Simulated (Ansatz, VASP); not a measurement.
## Ni: VASP beside Ansatz

```
Ni
1.0
     0.00000    3.51710    3.51710
     1.75855    0.00000    1.75855
     1.75855    1.75855    0.00000
Ni
2
Direct
  0.00000 0.00000 0.00000
  0.50000 0.00000 0.00000
```

Alike in both runs: task single point; functional r2SCAN; k mesh 7 × 14 × 14; occupations fermi-dirac, width 0.1 eV; collinear spin.

```csv
,VASP,Ansatz
version,VASP 6.6.1,Ansatz 0.2.0
potentials or method,"VASP PAW PBE potentials, release 64 (Ni), cutoff 520 eV","PAW, plane waves, scalar-relativistic"
valence electrons in the cell,20,36
```

VASP gave:

```
pressure (GPa)                                                : -6.0
net moment per atom (μB)                                      : 0.74
size of the moment on the site where the two differ most (μB) : 0.76
```

Task: Estimate Ansatz's values.

Result: Pressure (GPa): -6.4; net moment per atom (μB): 0.75; size of the moment on the site where the two differ most (μB): 0.82.

VASP's potentials were made for PBE, not for r2SCAN. Site moments also hang on the region over which each program counts them. The functional is the same, so the differences come from potentials, cutoffs and numerics. VASP's potentials hold 20 valence electrons a cell and Ansatz's 36, so a difference there can come from the potentials and not from the codes. Ansatz's warnings: stability check not made.
